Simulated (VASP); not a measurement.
The system is ZrH3.

```
Zr H
1.0
     3.11854    0.00000    0.00000
     0.00000    3.11854    0.00000
     0.00000    0.00000    3.11854
Zr H
1 3
Cartesian
  0.0000 0.0000 0.0000
  0.0000 1.5593 1.5593
  1.5593 0.0000 1.5593
  1.5593 1.5593 0.0000
```

Base run:

```yaml
Program: VASP 6.6.1
Functional: r2SCAN
Potentials_or_basis: VASP PAW PBE potentials, release 64 (Zr_sv, H)
Cutoff: 520 eV
k_mesh: 6 × 6 × 6
Occupations: fermi-dirac, width 0.1 eV
Spin: no spin polarisation
```

Its results: pressure -0.1 GPa.

Question: The run is repeated on the same cell with these changes: k mesh from 6 × 6 × 6 to 8 × 8 × 8; further incar settings from ALGO = Normal; EDIFF = 1e-07; NBANDS = 16 to ALGO = Normal; EDIFF = 1e-06; NBANDS = 16. What comes out?

Answer: Pressure -1.1 GPa.

Caveats: the PAW data sets were made with another functional, which shifts forces and pressure a little.
